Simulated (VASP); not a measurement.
# AlAsPd3 (P4/mmm) in VASP: single point with PBE

Aim: the single point of AlAsPd3 with PBE.

Everything below comes from runs of VASP 6.6.1. Logs are shortened: lines on timing, memory, paths and dates and some standing lists are left out, and cuts for length are marked.

## (1) The cell of the first run

The structure is tetragonal, space group P4/mmm (No. 123). Conventional cell: a = 4.546 Å, b = 4.546 Å, c = 7.102 Å, α = 90.00°, β = 90.00°, γ = 90.00°. Within 1.6 Å of Al (site symmetry 4/mmm) lie 2 Pd at 1.21 Å. Within 3.1 Å of As (site symmetry 4/mmm) lie 2 Pd at 2.34 Å. Within 1.6 Å of Pd (site symmetry 4mm) lie 1 Al at 1.21 Å. Pd (site symmetry 4/mmm) has 4 As at 3.21 Å and 8 Pd at 3.98 Å within 4.2 Å.

## (2) Single point, PBE

Contents of INCAR:

```
SYSTEM = AlAsPd3
PREC = Accurate
ENCUT = 520
EDIFF = 1E-7
ISMEAR = 0
SIGMA = 0.1
LREAL = .False.
LASPH = .True.
NELM = 100
ALGO = Normal
ISIF = 2
LWAVE = .False.
LCHARG = .False.
GGA = PE
NBANDS = 27
```

Contents of KPOINTS:

```
Automatic mesh
0
Gamma
  4 4 4
  0 0 0
```

Contents of POSCAR:

```
AlAsPd3
1.0
    4.5457941800      0.0000000000      0.0000000000
    0.0000000000      4.5457941800      0.0000000000
    0.0000000000      0.0000000000      7.1024829500
Al As Pd
1 1 3
Direct
    0.5000000000      0.5000000000      0.0000000000
    0.5000000000      0.5000000000      0.5000000000
    0.5000000000      0.5000000000      0.1706250900
    0.5000000000      0.5000000000      0.8293749100
    0.0000000000      0.0000000000      0.5000000000
```

Potentials or basis: VASP PAW PBE potentials, release 64 (Al, As, Pd).

On the command line:

```bash
> cat potpaw_PBE.64/Al/POTCAR potpaw_PBE.64/As/POTCAR potpaw_PBE.64/Pd/POTCAR > POTCAR
> mpirun -np 1 vasp_std > vasp.out
```

OUTCAR:

```text
SYSTEM = AlAsPd3
   PREC = Accurate
   ENCUT = 520
   EDIFF = 1E-7
   ISMEAR = 0
   LREAL = .False.
   LASPH = .True.
   NELM = 100
   ISIF = 2
   GGA = PE

 ion  position               nearest neighbor table
   1  0.500  0.500  0.000-   3 1.21   4 1.21
   2  0.500  0.500  0.500-   3 2.34   4 2.34
   3  0.500  0.500  0.171-   1 1.21   2 2.34   4 2.42
   4  0.500  0.500  0.829-   1 1.21   2 2.34   3 2.42
   5  0.000  0.000  0.500-

 -----------------------------------------------------------------------------
|                                                                             |
|           W    W    AA    RRRRR   N    N  II  N    N   GGGG   !!!           |
|           W    W   A  A   R    R  NN   N  II  NN   N  G    G  !!!           |
|           W    W  A    A  R    R  N N  N  II  N N  N  G       !!!           |
|           W WW W  AAAAAA  RRRRR   N  N N  II  N  N N  G  GGG   !            |
|           WW  WW  A    A  R   R   N   NN  II  N   NN  G    G                |
|           W    W  A    A  R    R  N    N  II  N    N   GGGG   !!!           |
|                                                                             |
|     The distance between some ions is very small. Please check the          |
|     nearest-neighbor list in the OUTCAR file.                               |
|     I HOPE YOU KNOW WHAT YOU ARE DOING!                                     |
|                                                                             |
 -----------------------------------------------------------------------------

  LATTYP: Found a simple tetragonal cell.
 ALAT       =     4.5457941800
 C/A-ratio  =     1.5624295049

  Lattice vectors:

 A1 = (   4.5457941800,   0.0000000000,   0.0000000000)
 A2 = (   0.0000000000,   4.5457941800,   0.0000000000)
 A3 = (   0.0000000000,   0.0000000000,   7.1024829500)

Analysis of symmetry for initial positions (statically):
=====================================================================
 Subroutine PRICEL returns:
 Original cell was already a primitive cell.

 Routine SETGRP: Setting up the symmetry group for a
 simple tetragonal supercell.

 Subroutine GETGRP returns: Found 16 space group operations
 (whereof 16 operations were pure point group operations)
 out of a pool of 16 trial point group operations.

The static configuration has the point symmetry D_4h.

Analysis of symmetry for dynamics (positions and initial velocities):
=====================================================================
 Subroutine PRICEL returns:
 Original cell was already a primitive cell.

 Routine SETGRP: Setting up the symmetry group for a
 simple tetragonal supercell.

 Subroutine GETGRP returns: Found 16 space group operations
 (whereof 16 operations were pure point group operations)
 out of a pool of 16 trial point group operations.

The dynamic configuration has the point symmetry D_4h.

 Subroutine INISYM returns: Found 16 space group operations
 (whereof 16 operations are pure point group operations),
 and found     1 'primitive' translations

----------------------------------------------------------------------------------------

                                     Primitive cell

  volume of cell :     146.7674

  direct lattice vectors                    reciprocal lattice vectors
     4.545794180  0.000000000  0.000000000     0.219983563  0.000000000  0.000000000
     0.000000000  4.545794180  0.000000000     0.000000000  0.219983563  0.000000000
     0.000000000  0.000000000  7.102482950     0.000000000  0.000000000  0.140795833

  length of vectors
     4.545794180  4.545794180  7.102482950     0.219983563  0.219983563  0.140795833

  position of ions in fractional coordinates (direct lattice)
     0.500000000  0.500000000  0.000000000
     0.500000000  0.500000000  0.500000000
     0.500000000  0.500000000  0.170625090
     0.500000000  0.500000000  0.829374910
     0.000000000  0.000000000  0.500000000

  ion indices of the primitive-cell ions
   primitive index   ion index
                 1           1
                 2           2
                 3           3
                 4           4
                 5           5

----------------------------------------------------------------------------------------

 KPOINTS: Automatic mesh

Automatic generation of k-mesh.
 Grid dimensions read from file:
 generate k-points for:    4    4    4

 Generating k-lattice:

  Cartesian coordinates                     Fractional coordinates (reciprocal lattice)
     0.054995891  0.000000000  0.000000000     0.250000000  0.000000000  0.000000000
     0.000000000  0.054995891  0.000000000     0.000000000  0.250000000  0.000000000
     0.000000000  0.000000000  0.035198958     0.000000000  0.000000000  0.250000000

  Length of vectors
     0.054995891  0.054995891  0.035198958

  Shift w.r.t. Gamma in fractional coordinates (k-lattice)
     0.000000000  0.000000000  0.000000000

 Subroutine IBZKPT returns following result:
 ===========================================

 Found     18 irreducible k-points:

 Following reciprocal coordinates:
            Coordinates               Weight
  0.000000  0.000000  0.000000      1.000000
  0.250000  0.000000  0.000000      4.000000
  0.500000  0.000000  0.000000      2.000000
  0.250000  0.250000  0.000000      4.000000
  0.500000  0.250000  0.000000      4.000000
  0.500000  0.500000  0.000000      1.000000
[... 10 lines left out ...]
  0.500000  0.250000  0.500000      4.000000
  0.500000  0.500000  0.500000      1.000000
   k-points           NKPTS =     18   k-points in BZ     NKDIM =     18   number of bands    NBANDS=     27
   number of dos      NEDOS =    301   number of ions     NIONS =      5
   total plane-waves  NPLWV =  69984
   dimension x,y,z NGX =    36 NGY =   36 NGZ =   54
   dimension x,y,z NGXF=    72 NGYF=   72 NGZF=  108
   ions per type =               1   1   3
   NGX,Y,Z   is equivalent  to a cutoff of  13.17, 13.17, 12.64 a.u.
   NGXF,Y,Z  is equivalent  to a cutoff of  26.33, 26.33, 25.28 a.u.
 SYSTEM =  AlAsPd3
   PREC   = accura    normal or accurate (medium, high low for compatibility)
   ISTART =      0    job   : 0-new  1-cont  2-samecut
   ICHARG =      2    charge: 1-file 2-atom 10-const
   ISPIN  =      1    spin polarized calculation?
   LNONCOLLINEAR =      F non collinear calculations
   LSORBIT =      F    spin-orbit coupling
   LASPH  =      T    aspherical Exc in radial PAW
   ENCUT  =  520.0 eV  38.22 Ry    6.18 a.u.   8.45  8.45 13.21*2*pi/ulx,y,z
   NELM   =    100;   NELMIN=  2; NELMDL= -5     # of ELM steps
   EDIFF  = 0.1E-06   stopping-criterion for ELM
   LREAL  =      F    real-space projection
   EDIFFG = 0.1E-05   stopping-criterion for IOM
   NSW    =      0    number of steps for IOM
   IBRION =     -1    ionic relax: 0-MD 1-quasi-New 2-CG
   NFREE  =      0    steps in history (QN), initial steepest desc. (CG)
   ISIF   =      2    stress and relaxation
   ISYM   =      2    0-nonsym 1-usesym 2-fastsym
   POTIM  = 0.5000    time-step for ionic-motion
   TEBEG  =    0.0;   TEEND  =   0.0 temperature during run
   PSTRESS=    0.0 pullay stress
   NELECT =      38.0000    total number of electrons
   NUPDOWN=      -1.0000    fix difference up-down
   EMIN   =  10.00;   EMAX   =-10.00  energy-range for DOS
   EFERMI =   0.00;   METHOD = LEGACY
   ISMEAR =     0;   SIGMA  =   0.10  broadening in eV -4-tet -1-fermi 0-gaus
   EFERMI_NEDOS =   21; number of points for ismear=-14 and -15
   IALGO  =     38    algorithm
   IMIX   =      4    mixing-type and parameters
     AMIX     =   0.40;   BMIX     =  1.00
     AMIX_MAG =   1.60;   BMIX_MAG =  1.00
  volume/ion in A,a.u.               =      29.35       198.09
  Fermi-wavevector in a.u.,A,eV,Ry     =   1.043421  1.971779 14.813027  1.088727
  Thomas-Fermi vector in A             =   2.178129
   LORBIT       =      0    0 simple, 1 ext, 2 COOP (PROOUT), +10 PAW based schemes
   GGA     = PE    functional components
   LHFCALC =     F    Hartree Fock is set to
   AEXX    =    0.0000 exact exchange contribution
   IVDW    =     0    specifies the selected vdW correction
   LEPSILON=     F    determine dielectric tensor
   LRPA    =     F    only Hartree local field effects (RPA)
 non-spin polarized calculation
 Gauss-broadening in eV      SIGMA  =   0.10
  energy-cutoff  :      520.00
  volume of cell :      146.77
 maximum number of plane-waves:      3978
 NGX is ok and might be reduce to    36
   NGX = 17   NGY = 17   NGZ = 27

 number of electron      37.9999988 magnetization

 Free energy of the ion-electron system (eV)
  ---------------------------------------------------
  ext. energy  EPLUGINS =         0.00000000
  ---------------------------------------------------
  free energy    TOTEN  =        23.10645554 eV

  energy without entropy =       23.12359747  energy(sigma->0) =       23.11502650

 E-fermi :   2.5167     XC(G=0):  -8.1499

 val. band max:        2.4853075862   @ k =   0.5000   0.2500   0.2500
 cond. band min:       2.5481604861   @ k =   0.2500   0.2500   0.2500
 fundamental gap:      0.0628528999
 Fermi energy:         2.5167040825

 k-point     1 :       0.0000    0.0000    0.0000
  band No.  band energies     occupation
      1      -8.5961      2.00000
      2      -5.2132      2.00000
      3      -4.9791      2.00000
      4      -4.9791      2.00000
      5      -4.9358      2.00000
      6      -4.6872      2.00000
[... 19 lines left out ...]
     26       9.0580      0.00000
     27       9.0998      0.00000

 k-point     2 :       0.2500    0.0000    0.0000
  band No.  band energies     occupation
      1      -8.5390      2.00000
      2      -5.2049      2.00000
      3      -5.0255      2.00000
      4      -4.9771      2.00000
      5      -4.8169      2.00000
      6      -4.6950      2.00000
[... 472 lines left out ...]
 k-point    18 :       0.5000    0.5000    0.5000
  band No.  band energies     occupation
      1      -8.3203      2.00000
      2      -5.7556      2.00000
      3      -4.9818      2.00000
      4      -4.9818      2.00000
      5      -4.7975      2.00000
      6      -4.7975      2.00000
[... 19 lines left out ...]
     26       8.1442      0.00000
     27       8.1442      0.00000

------------------------ aborting loop because EDIFF is reached ----------------------------------------

  FORCE on cell =-STRESS in cart. coord.  units (eV):
  Direction    XX          YY          ZZ          XY          YZ          ZX
  --------------------------------------------------------------------------------------
  -------------------------------------------------------------------------------------
  Total       -6.8899815     -6.8899815    126.9835093      0.0000000     -0.0000000      0.0000000
  in kB      -75.2140370    -75.2140370   1386.2072661      0.0000000     -0.0000000      0.0000000
  external PRESSURE =     411.9263973 kB  Pullay stress =       0.0000000 kB

 VOLUME and BASIS-vectors are now :
 -----------------------------------------------------------------------------
  energy-cutoff  :      520.00
  volume of cell :      146.77
      direct lattice vectors                 reciprocal lattice vectors
     4.545794180  0.000000000  0.000000000     0.219983563  0.000000000  0.000000000
     0.000000000  4.545794180  0.000000000     0.000000000  0.219983563  0.000000000
     0.000000000  0.000000000  7.102482950     0.000000000  0.000000000  0.140795833

 POSITION                                       TOTAL-FORCE (eV/Angst)
 -----------------------------------------------------------------------------------
      2.27290      2.27290      0.00000         0.000000      0.000000      0.000000
      2.27290      2.27290      3.55124         0.000000      0.000000      0.000000
      2.27290      2.27290      1.21186         0.000000      0.000000     47.946535
      2.27290      2.27290      5.89062         0.000000      0.000000    -47.946535
      0.00000      0.00000      3.55124         0.000000      0.000000      0.000000
 -----------------------------------------------------------------------------------
    total drift:                                0.000000      0.000000      0.000000

  FREE ENERGIE OF THE ION-ELECTRON SYSTEM (eV)
  ---------------------------------------------------
  free  energy   TOTEN  =        23.1064555399 eV

  energy  without entropy=       23.1235974697  energy(sigma->0) =       23.11502650
```

It took 2.5 min on 1 thread of Oxide Virtual Turin-like, shared host; peak memory 0.25 GiB.

What came out:

```yaml
Free_energy: 23.1065 eV
Pressure: 41.2 GPa
Largest_force: 47.947 eV/Å
Band_gap_on_the_k_mesh: zero (band 19 reaches 3.08 eV, above the bottom of band 20 at 1.88 eV)
```

Forces on the atoms (eV/Å):
```
Al    0.000   0.000   0.000
As    0.000   0.000   0.000
Pd    0.000   0.000  47.947
Pd    0.000   0.000 -47.947
Pd    0.000   0.000   0.000
```

Stress tensor (GPa, compression positive):
```
 -7.52   0.00   0.00
  0.00  -7.52   0.00
  0.00   0.00 138.62
```

Caveat: forces of over 1 eV/Å act on the atoms, so gaps and moduli don't describe the material at rest.
